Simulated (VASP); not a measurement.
Crystal: Fe2O3 (Hematite).

```
CELL_PARAMETERS angstrom
2.51900 1.45435 4.59067
-2.51900 1.45435 4.59067
0.00000 -2.90869 4.59067
ATOMIC_POSITIONS crystal
Fe 0.35530 0.35530 0.35530
Fe 0.14470 0.14470 0.14470
Fe 0.64470 0.64470 0.64470
Fe 0.85530 0.85530 0.85530
O 0.55590 0.94410 0.25000
O 0.25000 0.55590 0.94410
O 0.94410 0.25000 0.55590
O 0.44410 0.05590 0.75000
O 0.75000 0.44410 0.05590
O 0.05590 0.75000 0.44410
```

Base run:

* Program: VASP 6.6.1
* Functional: PBE
* Potentials or basis: VASP PAW PBE potentials, release 64 (Fe, O)
* Cutoff: 520 eV
* k mesh: 5 × 5 × 5
* Occupations: fermi-dirac, width 0.05 eV
* Spin: collinear spin, ferrimagnetic start
* Starting moments: [4.0, 4.0, 4.0, -4.0, 0.0, 0.0, 0.0, 0.0, 0.0, 0.0] μB

Its results: pressure -0.5 GPa; largest force 0.458 eV/Å.

Task: The run is repeated on the same cell with these changes: spin from collinear spin, ferrimagnetic start to no spin polarisation; further incar settings from ALGO = Normal; EDIFF = 1e-06; NBANDS = 49 to ALGO = Normal; EDIFF = 1e-07; NBANDS = 45. What comes out?

Result: Pressure -26.3 GPa; largest force 0.570 eV/Å.
